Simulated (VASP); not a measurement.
Wanted: the native input for a VASP 6.6.1 run.

- Task: single point
- Functional: RPBE
- Potentials or basis: VASP PAW PBE potentials, release 64 (Al)
- Cutoff: 520 eV
- k mesh: 13 × 13 × 13
- Occupations: fermi-dirac, width 0.1 eV
- Spin: no spin polarisation
- Dipole correction: no
- Further INCAR settings: ALGO = Normal; EDIFF = 1e-06; NBANDS = 8

The structure of Al lies in POSCAR:

```
Al
1.0
    2.6250498924      0.0000000000      0.0000000000
    0.0000000000      2.6250498924      0.0000000000
    0.0000000000      0.0000000000      2.6250498924
Al
1
Direct
    0.0000000000      0.0000000000      0.0000000000
```

This cell differs from its parent crystal: volume scaled by 0.88.

These files were run (other wordings do the same):

INCAR

```
SYSTEM = Al
  PREC = Accurate
  ENCUT = 520
  EDIFF = 1E-6
  ISMEAR = -1
  SIGMA = 0.1
  LREAL = .False.
  LASPH = .True.
  NELM = 60
  ALGO = Normal
  ISIF = 2
  LWAVE = .False.
  LCHARG = .False.
  GGA = RP
  NBANDS = 8
```

KPOINTS

```
regular mesh
0
Gamma
  13 13 13
  0 0 0
```

Potentials or basis: VASP PAW PBE potentials, release 64 (Al).

Command:

```bash
$ cat potpaw_PBE.64/Al/POTCAR > POTCAR
$ mpirun -np 1 vasp_std > vasp.out
```

It gave:

```
Pressure : 9.1 GPa
```

Caveat: the PAW data sets were made with another functional, which shifts forces and pressure a little.

It took 3.9 s on 1 thread of AMD EPYC 9R45 96-Core Processor (Zen 5), with other jobs on the host, peak memory 0.09 GiB.
